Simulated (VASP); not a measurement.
Runs of VASP 6.6.1 on Be4InCu. The structure is that of space group F-43m (No. 216), or close to it. The cells are those of the table. 

| cell | gap on the mesh (eV) | pressure (GPa) | largest force (eV/Å) |
| --- | --- | --- | --- |
| a = 4.624 Å, angles 60.0°, 6 atoms | none | (b) | 0.04 |
| a = 4.552 Å, angles 60.0°, 6 atoms | none | -2.0 | 0.04 |
| a = 4.514 Å, angles 60.0°, 6 atoms | none | 0.7 | 0.03 |
| a = 4.438 Å, angles 60.0°, 6 atoms | none | 7.4 | 0.03 |
| a = 4.358 Å, angles 60.0°, 6 atoms | none | (a) | 0.03 |

Alike in all rows: task single point; level PBE; potentials or basis VASP PAW PBE potentials, release 64 (Be, In_d, Cu); no spin polarisation; k mesh 6 × 6 × 6; cutoff (eV) 520; smearing methfessel-paxton 0.15 eV.

Question: Fill in the values left out.

Answer: (a) 15.8; (b) -6.4.

Caveats: spin-orbit coupling is left out, which moves the levels of the heavy elements; the cell stands under pressure (at least some runs); the cell stands under tension (at least some runs).

A k mesh can miss the band edges, and the runs leave out spin-orbit coupling on In.

A gap of «none» marks levels without a gap at the run's occupations.
